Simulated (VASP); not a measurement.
A run of VASP 6.6.1:

The input INCAR:

```
SYSTEM = Al2W2O
  ALGO = Normal
  EDIFF = 1E-6
  ENCUT = 520
  GGA = PE
  ISIF = 2
  ISMEAR = 0
  LASPH = .True.
  LCHARG = .False.
  LREAL = .False.
  LWAVE = .False.
  NBANDS = 28
  NELM = 100
  PREC = Accurate
  SIGMA = 0.1
```

The input KPOINTS:

```
k-points
0
Gamma
  4 4 4
  0 0 0
```

The input POSCAR:

```
Al2W2O
1.0
    4.5439355416      0.0000000000      0.0000000000
    0.0000000000      4.5439355416      0.0000000000
    0.0000000000      0.0000000000      4.7934123797
Al W O
2 2 1
Direct
    0.5000000000      0.5000000000      0.0000000000
    0.5000000000      0.5000000000      0.5000000000
    0.0000000000      0.5000000000      0.0000000000
    0.5000000000      0.0000000000      0.0000000000
    0.0000000000      0.0000000000      0.0000000000
```

Potentials or basis: VASP PAW PBE potentials, release 64 (Al, W_sv, O).

Run with:

```console
$ cat potpaw_PBE.64/Al/POTCAR potpaw_PBE.64/W_sv/POTCAR potpaw_PBE.64/O/POTCAR > POTCAR
$ mpirun -np 1 vasp_std > vasp.out
```

Hardware: 1 thread of Intel(R) Xeon(R) Platinum 8259CL CPU @ 2.50GHz (Skylake/Cascade Lake), with other jobs on the host.

Q: Estimate the wall time of this run.

A: Run time: 36 s on 1 thread of Intel(R) Xeon(R) Platinum 8259CL CPU @ 2.50GHz (Skylake/Cascade Lake), with other jobs on the host, peak memory 0.22 GiB. Counts: scf iterations 15, k points 18.
